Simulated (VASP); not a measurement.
A run of VASP 6.6.1:

File INCAR:

```
  PREC = Accurate
  ENCUT = 520
  EDIFF = 1E-6
  ISMEAR = 0
  SIGMA = 0.014
  LREAL = False
  LASPH = True
  NELM = 150
  ALGO = Normal
  ISIF = 2
  LWAVE = False
  LCHARG = True
  ISPIN = 2
  MAGMOM = 2
  LORBIT = 11
  LMAXMIX = 4
  GGA = PE
  LELF = True
  LVHAR = True
  NBANDS = 16
```

The input KPOINTS:

```
Automatic mesh
0
Gamma
  12 12 12
```

File POSCAR:

```
V
1.0
   -1.5143500000      1.5143500000      1.5143500000
    1.5143500000     -1.5143500000      1.5143500000
    1.5143500000      1.5143500000     -1.5143500000
V
1
Direct
    0.0000000000      0.0000000000      0.0000000000
```

Potentials or basis: VASP PAW PBE potentials, release 64 (V_sv).

Command:

```bash
$ cat potpaw_PBE.64/V_sv/POTCAR > POTCAR
$ mpirun -np 1 vasp_std > vasp.out
```

Hardware: 1 thread of AMD EPYC 7R13, on a shared host.

Question: How long does it take, and how much memory?

Answer: It took 62 s on 1 thread of AMD EPYC 7R13, with other jobs on the host, peak memory 0.12 GiB. Counts: scf iterations 13, k points 72.
